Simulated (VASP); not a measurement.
**Ga3Ir2: relaxation of cell and atoms with PBE**

Ga3Ir2:

```xyz
5
Lattice="4.6869 0.0000 0.0000 0.0000 4.6869 0.0000 0.0000 0.0000 4.6869" Properties=species:S:1:pos:R:3 pbc="T T T"
Ga    0.0000    2.3435    2.3435
Ga    2.3435    0.0000    2.3435
Ga    2.3435    2.3435    0.0000
Ir    2.3435    2.3435    2.3435
Ir    0.0000    0.0000    0.0000
```

The cell was built from a structure type or drawn by symmetry, and may not be a known phase.

```
Program                : VASP 6.6.1
Task                   : relaxation of cell and atoms
Functional             : PBE
Potentials or basis    : VASP PAW PBE potentials, release 64 (Ga_d, Ir)
Cutoff                 : 600 eV
k mesh                 : 8 × 8 × 8
Occupations            : gaussian, width 0.1 eV
Spin                   : no spin polarisation
Dipole correction      : no
Further INCAR settings : ALGO = Fast; EDIFF = 1e-06; IBRION = 2; EDIFFG = -0.01; NSW = 100; ISIF = 3
```

```yaml
Relaxed_volume: 20.62 Å³/atom
Relaxed_cell: a = 4.689 Å, b = 4.689 Å, c = 4.689 Å, α = 90.00°, β = 90.00°, γ = 90.00°
Space_group_after_relaxing_to_0.1_Å: Pm-3m (No. 221)
Energy_gained_by_relaxing: 0.0 meV/atom
Ionic_steps: 3
Pressure_after_relaxing: 0.0 GPa
Band_gap_on_the_k_mesh: zero (an odd number of electrons rules out a gap without spin polarisation)
```

Final structure:
```
CELL_PARAMETERS angstrom
4.68932 0.00000 0.00000
0.00000 4.68932 0.00000
0.00000 0.00000 4.68932
ATOMIC_POSITIONS crystal
Ga 0.00000 0.50000 0.50000
Ga 0.50000 0.00000 0.50000
Ga 0.50000 0.50000 0.00000
Ir 0.50000 0.50000 0.50000
Ir 0.00000 0.00000 0.00000
```

Levels at points of the mesh, in eV from the Fermi level:
```
           k point  band 26  band 27  band 28  band 29  band 30  band 31  band 32  band 33
(0.00, 0.00, 0.00)    -0.91    -0.49    -0.49    -0.49    -0.04     2.90     2.90     4.00
(0.50, 0.00, 0.00)    -0.62    -0.60     0.37     1.20     1.20     2.59     2.91     3.25
(0.50, 0.50, 0.00)    -0.56    -0.41    -0.33    -0.32     1.02     2.10     2.10     4.13
(0.50, 0.50, 0.50)    -0.34    -0.34     0.11     0.11     0.11     0.96     0.96     0.96
```

Run time: 9.7 min on 1 thread of Intel Xeon 8259CL (shared host), peak memory 0.33 GiB.

Caveat: spin-orbit coupling is left out, which moves the levels of the heavy elements.
